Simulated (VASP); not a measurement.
Input of a VASP 6.6.1 run:

Contents of INCAR:

```
PREC = Accurate
ENCUT = 520
EDIFF = 1E-6
ISMEAR = -1
SIGMA = 0.1
LREAL = False
LASPH = True
NELM = 80
ALGO = Normal
ISIF = 2
LWAVE = False
LCHARG = False
GGA = PE
NBANDS = 18
```

KPOINTS

```
Automatic mesh
0
Gamma
  13 13 13
```

Contents of POSCAR:

```
Y
1.0
    0.0000000000      3.5454148505      3.5454148505
    3.5454148505      0.0000000000      3.5454148505
    3.5454148505      3.5454148505      0.0000000000
Y
2
Direct
    0.1250000000      0.1250000000      0.1250000000
    0.8750000000      0.8750000000      0.8750000000
```

Potentials or basis: VASP PAW PBE potentials, release 64 (Y_sv).

Command:

```console
$ cat potpaw_PBE.64/Y_sv/POTCAR > POTCAR
$ mpirun -np 1 vasp_std > vasp.out
```

Task: Estimate the band gap on the k mesh.

Result: Zero (bands 11 and 12 overlap by 0.64 eV).

Task: What does it give for the pressure?

Result: 0.1 GPa.
